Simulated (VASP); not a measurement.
Write the native input for VASP 6.6.1 that does the following.

| Quantity | Value |
| --- | --- |
| Task | single point |
| Functional | r2SCAN |
| Potentials or basis | VASP PAW PBE potentials, release 64 (C) |
| Cutoff | 520 eV |
| k mesh | 9 × 9 × 6 |
| Occupations | gaussian, width 0.02 eV |
| Spin | no spin polarisation |
| Dipole correction | no |
| Further INCAR settings | ALGO = Normal; EDIFF = 1e-06; NBANDS = 16 |

C:

```
CELL_PARAMETERS angstrom
2.50285 0.00000 0.00000
-1.25142 2.16753 0.00000
0.00000 0.00000 4.23139
ATOMIC_POSITIONS crystal
C 0.33333 0.66667 0.99957
C 0.66667 0.33333 0.49957
C 0.33333 0.66667 0.37443
C 0.66667 0.33333 0.87443
```

This cell differs from its parent crystal: strained cell.

The input as run:

POSCAR

```
C
1.0
    2.5028470832      0.0000000000      0.0000000000
   -1.2514235416      2.1675291559      0.0000000000
    0.0000000000      0.0000000000      4.2313878940
C
4
Direct
    0.3333333333      0.6666666667     -0.0004326141
    0.6666666667      0.3333333333      0.4995673859
    0.3333333333      0.6666666667      0.3744326141
    0.6666666667      0.3333333333      0.8744326141
```

INCAR.step1

```
ALGO     = Normal         # electronic algorithm
EDIFF    = 1E-4           # SCF threshold, eV
ENCUT    = 520            # plane-wave cutoff, eV
GGA      = PE             # functional
ISMEAR   = 0              # smearing method
LASPH    = True           # aspherical terms in the spheres
LCHARG   = False          # write CHGCAR
LREAL    = False          # projectors in reciprocal space
LWAVE    = True           # write WAVECAR
NBANDS   = 16             # bands
NELM     = 80             # most SCF steps
PREC     = Accurate       # precision mode
SIGMA    = 0.02           # smearing width, eV
```

INCAR.step2

```
ALGO     = Normal         # electronic algorithm
EDIFF    = 1E-6           # SCF threshold, eV
ENCUT    = 520            # plane-wave cutoff, eV
ISIF     = 2              # what is computed and relaxed
ISMEAR   = 0              # smearing method
ISTART   = 1            
LASPH    = True           # aspherical terms in the spheres
LCHARG   = True           # write CHGCAR
LELF     = True           # ELF
LMIXTAU  = True         
LREAL    = False          # projectors in reciprocal space
LVHAR    = True         
LWAVE    = False          # write WAVECAR
METAGGA  = R2SCAN         # meta-GGA
NBANDS   = 16             # bands
NELM     = 80             # most SCF steps
PREC     = Accurate       # precision mode
SIGMA    = 0.02           # smearing width, eV
```

KPOINTS

```
k-points
0
Gamma
  9 9 6
```

Potentials or basis: VASP PAW PBE potentials, release 64 (C).

Run with:

```bash
$ cat potpaw_PBE.64/C/POTCAR > POTCAR
$ cp INCAR.step1 INCAR
$ mpirun -np 1 vasp_std > vasp.out
$ cp INCAR.step2 INCAR
$ mpirun -np 1 vasp_std > vasp.out
```

Results of the run:

The pressure is -5.2 GPa and the largest force is 0.017 eV/Å. The band gap on the k mesh is 3.63 eV, indirect (least direct gap 5.11 eV).

Caveat: the cell differs from its parent crystal (strained cell); the PAW data sets were made with another functional, which shifts forces and pressure a little.

It took 35 s on 1 thread of AMD EPYC 9R45 96-Core Processor (Zen 5), on a shared host, peak memory 0.11 GiB.
